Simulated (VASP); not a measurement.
Set up this calculation in VASP 6.6.1, as the native input.

| Item | Value |
| --- | --- |
| Task | single point |
| Functional | PBE |
| Potentials or basis | VASP PAW PBE potentials, release 64 (Zr_sv, S) |
| Cutoff | 500 eV |
| k mesh | 12 × 12 × 4 |
| Occupations | gaussian, width 0.02 eV |
| Spin | no spin polarisation |
| Dipole correction | no |
| Further INCAR settings | ALGO = Normal; EDIFF = 1e-06; NBANDS = 19 |

The structure of ZrS2 lies in POSCAR:

```
ZrS2
1.0
    3.6852084581      0.0000000000      0.0000000000
   -1.8426042291      3.1914841430      0.0000000000
    0.0000000000      0.0000000000      6.7579067820
Zr S
1 2
Direct
    0.0000000000      0.0000000000      0.0000000000
    0.6666666667      0.3333333333      0.7856835638
    0.3333333333      0.6666666667      0.2143164362
```

These files were run (other wordings do the same):

INCAR

```
ALGO = Normal ; EDIFF = 1E-6
ENCUT = 500 ; GGA = PE
GGA_COMPAT = False ; ISIF = 2
ISMEAR = 0 ; LASPH = True
LCHARG = False ; LREAL = False
LWAVE = False ; NBANDS = 19
NELM = 120 ; PREC = Accurate
SIGMA = 0.02
```

KPOINTS

```
k-points
0
Gamma
  12 12 4
```

Potentials or basis: VASP PAW PBE potentials, release 64 (Zr_sv, S).

Run with:

```console
$ cat potpaw_PBE.64/Zr_sv/POTCAR potpaw_PBE.64/S/POTCAR > POTCAR
$ mpirun -np 1 vasp_std > vasp.out
```

It gave:

* Pressure: 0.0 GPa
* Largest force: 0.008 eV/Å
* Band gap on the k mesh: 1.13 eV, indirect (least direct gap 1.69 eV)

Caveat: this functional lacks dispersion, which binds the layers, so the pressure and a relaxed spacing across them are unreliable.

Run time: 41 s on 1 thread of Intel(R) Xeon(R) 6975P-C (Granite Rapids), with other jobs on the host, peak memory 0.22 GiB.
